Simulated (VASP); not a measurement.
# CdS (Hawleyite) (F-43m) in VASP: a series of runs

Runs on CdS (Hawleyite). Level: PBE. Tasks: single point.

Program: VASP 6.6.1. These are calculated values, not measurements. Logs are shortened: lines on timing, memory, paths and dates and some standing lists are left out, and cuts for length are marked.

## 1. The cell of the first run

Symmetry: F-43m, No. 216, cubic system. The conventional cell has a = 5.774 Å, b = 5.774 Å, c = 5.774 Å, α = 90.00°, β = 90.00°, γ = 90.00°. Within 3.3 Å of Cd (site symmetry -43m) lie 4 S at 2.50 Å. Within 3.3 Å of S (site symmetry -43m) lie 4 Cd at 2.50 Å.

## 2. Single point, PBE

The input, INCAR:

```
SYSTEM = CdS
ALGO = Normal
EDIFF = 1E-7
ENCUT = 520
GGA = PE
ISIF = 2
ISMEAR = 0
LASPH = .TRUE.
LCHARG = .TRUE.
LELF = .TRUE.
LREAL = .FALSE.
LVHAR = .TRUE.
LWAVE = .FALSE.
NBANDS = 16
NELM = 60
PREC = Accurate
SIGMA = 0.02
```

The input, KPOINTS:

```
k-points
0
G
  12 12 12
  0 0 0
```

The input, POSCAR:

```
CdS
1.0
    0.0000000000      2.8870383898      2.8870383898
    2.8870383898      0.0000000000      2.8870383898
    2.8870383898      2.8870383898      0.0000000000
Cd S
1 1
Direct
    0.0000000000      0.0000000000      0.0000000000
    0.7500000000      0.7500000000      0.7500000000
```

Potentials or basis: VASP PAW PBE potentials, release 64 (Cd, S).

Started as:

```console
> cat potpaw_PBE.64/Cd/POTCAR potpaw_PBE.64/S/POTCAR > POTCAR
> mpirun -np 1 vasp_std > vasp.out
```

OUTCAR:

```text
SYSTEM = CdS
   EDIFF = 1E-7
   ENCUT = 520
   GGA = PE
   ISIF = 2
   ISMEAR = 0
   LASPH = .TRUE.
   LREAL = .FALSE.
   NELM = 60
   PREC = Accurate

 ion  position               nearest neighbor table
   1  0.000  0.000  0.000-   2 2.50   2 2.50   2 2.50   2 2.50
   2  0.750  0.750  0.750-   1 2.50   1 2.50   1 2.50   1 2.50

  LATTYP: Found a face centered cubic cell.
 ALAT       =     5.7740767796

  Lattice vectors:

 A1 = (   0.0000000000,   2.8870383898,   2.8870383898)
 A2 = (   2.8870383898,   0.0000000000,   2.8870383898)
 A3 = (   2.8870383898,   2.8870383898,   0.0000000000)

Analysis of symmetry for initial positions (statically):
=====================================================================
 Subroutine PRICEL returns:
 Original cell was already a primitive cell.

 Routine SETGRP: Setting up the symmetry group for a
 face centered cubic supercell.

 Subroutine GETGRP returns: Found 24 space group operations
 (whereof 24 operations were pure point group operations)
 out of a pool of 48 trial point group operations.

The static configuration has the point symmetry T_d .

Analysis of symmetry for dynamics (positions and initial velocities):
=====================================================================
 Subroutine PRICEL returns:
 Original cell was already a primitive cell.

 Routine SETGRP: Setting up the symmetry group for a
 face centered cubic supercell.

 Subroutine GETGRP returns: Found 24 space group operations
 (whereof 24 operations were pure point group operations)
 out of a pool of 48 trial point group operations.

The dynamic configuration has the point symmetry T_d .

 Subroutine INISYM returns: Found 24 space group operations
 (whereof 24 operations are pure point group operations),
 and found     1 'primitive' translations

----------------------------------------------------------------------------------------

                                     Primitive cell

  volume of cell :      48.1269

  direct lattice vectors                    reciprocal lattice vectors
     0.000000000  2.887038390  2.887038390    -0.173187860  0.173187860  0.173187860
     2.887038390  0.000000000  2.887038390     0.173187860 -0.173187860  0.173187860
     2.887038390  2.887038390  0.000000000     0.173187860  0.173187860 -0.173187860

  length of vectors
     4.082888846  4.082888846  4.082888846     0.299970172  0.299970172  0.299970172

  position of ions in fractional coordinates (direct lattice)
     0.000000000  0.000000000  0.000000000
     0.750000000  0.750000000  0.750000000

  ion indices of the primitive-cell ions
   primitive index   ion index
                 1           1
                 2           2

----------------------------------------------------------------------------------------

 KPOINTS: k-points

Automatic generation of k-mesh.
 Grid dimensions read from file:
 generate k-points for:   12   12   12

 Generating k-lattice:

  Cartesian coordinates                     Fractional coordinates (reciprocal lattice)
    -0.014432322  0.014432322  0.014432322     0.083333333  0.000000000  0.000000000
     0.014432322 -0.014432322  0.014432322     0.000000000  0.083333333  0.000000000
     0.014432322  0.014432322 -0.014432322     0.000000000  0.000000000  0.083333333

  Length of vectors
     0.024997514  0.024997514  0.024997514

  Shift w.r.t. Gamma in fractional coordinates (k-lattice)
     0.000000000  0.000000000  0.000000000

 Subroutine IBZKPT returns following result:
 ===========================================

 Found     72 irreducible k-points:

 Following reciprocal coordinates:
            Coordinates               Weight
  0.000000  0.000000  0.000000      1.000000
  0.083333  0.000000  0.000000      8.000000
  0.166667  0.000000  0.000000      8.000000
  0.250000  0.000000  0.000000      8.000000
  0.333333  0.000000  0.000000      8.000000
  0.416667  0.000000  0.000000      8.000000
[... 16 lines left out ...]
  0.500000  0.166667  0.000000     24.000000
 -0.416667  0.166667  0.000000     24.000000
 [... further k-points ...]
   k-points           NKPTS =     72   k-points in BZ     NKDIM =     72   number of bands    NBANDS=     16
   number of dos      NEDOS =    301   number of ions     NIONS =      2
   total plane-waves  NPLWV =  27000
   dimension x,y,z NGX =    30 NGY =   30 NGZ =   30
   dimension x,y,z NGXF=    60 NGYF=   60 NGZF=   60
   ions per type =               1   1
   NGX,Y,Z   is equivalent  to a cutoff of  12.22, 12.22, 12.22 a.u.
   NGXF,Y,Z  is equivalent  to a cutoff of  24.43, 24.43, 24.43 a.u.
 SYSTEM =  CdS
   PREC   = accura    normal or accurate (medium, high low for compatibility)
   ISTART =      0    job   : 0-new  1-cont  2-samecut
   ICHARG =      2    charge: 1-file 2-atom 10-const
   ISPIN  =      1    spin polarized calculation?
   LNONCOLLINEAR =      F non collinear calculations
   LSORBIT =      F    spin-orbit coupling
   LASPH  =      T    aspherical Exc in radial PAW
   ENCUT  =  520.0 eV  38.22 Ry    6.18 a.u.   7.59  7.59  7.59*2*pi/ulx,y,z
   NELM   =     60;   NELMIN=  2; NELMDL= -5     # of ELM steps
   EDIFF  = 0.1E-06   stopping-criterion for ELM
   LREAL  =      F    real-space projection
   EDIFFG = 0.1E-05   stopping-criterion for IOM
   NSW    =      0    number of steps for IOM
   IBRION =     -1    ionic relax: 0-MD 1-quasi-New 2-CG
   NFREE  =      0    steps in history (QN), initial steepest desc. (CG)
   ISIF   =      2    stress and relaxation
   ISYM   =      2    0-nonsym 1-usesym 2-fastsym
   POTIM  = 0.5000    time-step for ionic-motion
   TEBEG  =    0.0;   TEEND  =   0.0 temperature during run
   PSTRESS=    0.0 pullay stress
   NELECT =      18.0000    total number of electrons
   NUPDOWN=      -1.0000    fix difference up-down
   EMIN   =  10.00;   EMAX   =-10.00  energy-range for DOS
   EFERMI =   0.00;   METHOD = LEGACY
   ISMEAR =     0;   SIGMA  =   0.02  broadening in eV -4-tet -1-fermi 0-gaus
   EFERMI_NEDOS =   21; number of points for ismear=-14 and -15
   IALGO  =     38    algorithm
   IMIX   =      4    mixing-type and parameters
     AMIX     =   0.40;   BMIX     =  1.00
     AMIX_MAG =   1.60;   BMIX_MAG =  1.00
  volume/ion in A,a.u.               =      24.06       162.39
  Fermi-wavevector in a.u.,A,eV,Ry     =   1.179514  2.228958 18.929151  1.391253
  Thomas-Fermi vector in A             =   2.315823
   LORBIT       =      0    0 simple, 1 ext, 2 COOP (PROOUT), +10 PAW based schemes
   GGA     = PE    functional components
   LHFCALC =     F    Hartree Fock is set to
   AEXX    =    0.0000 exact exchange contribution
   IVDW    =     0    specifies the selected vdW correction
   LEPSILON=     F    determine dielectric tensor
   LRPA    =     F    only Hartree local field effects (RPA)
 non-spin polarized calculation
 Gauss-broadening in eV      SIGMA  =   0.02
  energy-cutoff  :      520.00
  volume of cell :       48.13
 maximum number of plane-waves:      1316
   NGX = 15   NGY = 15   NGZ = 15

 number of electron      18.0000008 magnetization

 Free energy of the ion-electron system (eV)
  ---------------------------------------------------
  ext. energy  EPLUGINS =         0.00000000
  ---------------------------------------------------
  free energy    TOTEN  =        -6.08159706 eV

  energy without entropy =       -6.08159706  energy(sigma->0) =       -6.08159706

 E-fermi :   1.6923     XC(G=0):  -9.2935

 val. band max:        1.5815163097   @ k =   0.0000   0.0000   0.0000
 cond. band min:       2.7975291150   @ k =   0.0000   0.0000   0.0000
 fundamental gap:      1.2160128053
 Fermi energy:         1.6923325496

 k-point     1 :       0.0000    0.0000    0.0000
  band No.  band energies     occupation
      1     -10.9813      2.00000
      2      -6.2638      2.00000
      3      -6.2638      2.00000
      4      -6.2638      2.00000
      5      -5.7407      2.00000
      6      -5.7407      2.00000
[... 8 lines left out ...]
     15      13.1068      0.00000
     16      13.1888      0.00000

 k-point     2 :       0.0833    0.0000    0.0000
  band No.  band energies     occupation
      1     -10.9510      2.00000
      2      -6.2525      2.00000
      3      -6.2525      2.00000
      4      -6.2404      2.00000
      5      -5.7415      2.00000
      6      -5.7415      2.00000
[... 8 lines left out ...]
     15      12.7499      0.00000
     16      13.5708      0.00000

 k-point     3 :       0.1667    0.0000    0.0000
  band No.  band energies     occupation
      1     -10.8679      2.00000
      2      -6.2230      2.00000
      3      -6.2230      2.00000
      4      -6.1617      2.00000
      5      -5.7416      2.00000
      6      -5.7416      2.00000
[... 8 lines left out ...]
     15      12.3050      0.00000
     16      13.5218      0.00000

 k-point     4 :       0.2500    0.0000    0.0000
  band No.  band energies     occupation
      1     -10.7539      2.00000
      2      -6.1866      2.00000
      3      -6.1866      2.00000
      4      -6.0081      2.00000
      5      -5.7362      2.00000
      6      -5.7362      2.00000
[... 8 lines left out ...]
     15      12.2590      0.00000
     16      12.9940      0.00000
[... 324 lines left out ...]
 k-point    22 :       0.4167    0.1667    0.0000
  band No.  band energies     occupation
      1     -10.5495      2.00000
      2      -6.1198      2.00000
      3      -6.0776      2.00000
      4      -5.8328      2.00000
      5      -5.6881      2.00000
      6      -5.5454      2.00000
[... 8 lines left out ...]
     15      14.0530      0.00000
     16      14.4975      0.00000

 k-point    23 :       0.5000    0.1667    0.0000
  band No.  band energies     occupation
      1     -10.4927      2.00000
      2      -6.1101      2.00000
      3      -6.0701      2.00000
      4      -5.7768      2.00000
      5      -5.6926      2.00000
      6      -5.3175      2.00000
[... 8 lines left out ...]
     15      14.2508      0.00000
     16      14.5832      0.00000

 k-point    24 :      -0.4167    0.1667    0.0000
  band No.  band energies     occupation
      1     -10.4854      2.00000
      2      -6.1072      2.00000
      3      -6.0770      2.00000
      4      -5.7460      2.00000
      5      -5.7122      2.00000
      6      -5.2684      2.00000
[... 8 lines left out ...]
     15      13.3680      0.00000
     16      14.4083      0.00000

 [... further k-points ...]
[... 5 lines left out ...]
  --------------------------------------------------------------------------------------
  -------------------------------------------------------------------------------------
  Total        1.6251279      1.6251279      1.6251279      0.0000000     -0.0000000      0.0000000
  in kB       54.1016437     54.1016437     54.1016437      0.0000000     -0.0000000      0.0000000
  external PRESSURE =      54.1016437 kB  Pullay stress =       0.0000000 kB

 VOLUME and BASIS-vectors are now :
 -----------------------------------------------------------------------------
  energy-cutoff  :      520.00
  volume of cell :       48.13
      direct lattice vectors                 reciprocal lattice vectors
     0.000000000  2.887038390  2.887038390    -0.173187860  0.173187860  0.173187860
     2.887038390  0.000000000  2.887038390     0.173187860 -0.173187860  0.173187860
     2.887038390  2.887038390  0.000000000     0.173187860  0.173187860 -0.173187860

 POSITION                                       TOTAL-FORCE (eV/Angst)
 -----------------------------------------------------------------------------------
      0.00000      0.00000      0.00000        -0.000000     -0.000000     -0.000000
      4.33056      4.33056      4.33056         0.000000      0.000000      0.000000
 -----------------------------------------------------------------------------------
    total drift:                                0.000001      0.000001      0.000001

  FREE ENERGIE OF THE ION-ELECTRON SYSTEM (eV)
  ---------------------------------------------------
  free  energy   TOTEN  =        -6.0815970574 eV

  energy  without entropy=       -6.0815970574  energy(sigma->0) =       -6.08159706
```

Wall time 35 s (1 thread of AMD EPYC 9R45 (Zen 5), shared host); peak memory 0.17 GiB.

What came out:

```yaml
Free_energy: -6.0816 eV
Pressure: 5.4 GPa
Band_gap_on_the_k_mesh: 1.22 eV, direct
```

A k mesh can miss the band edges.

(Part 1 of 2 ends here.)
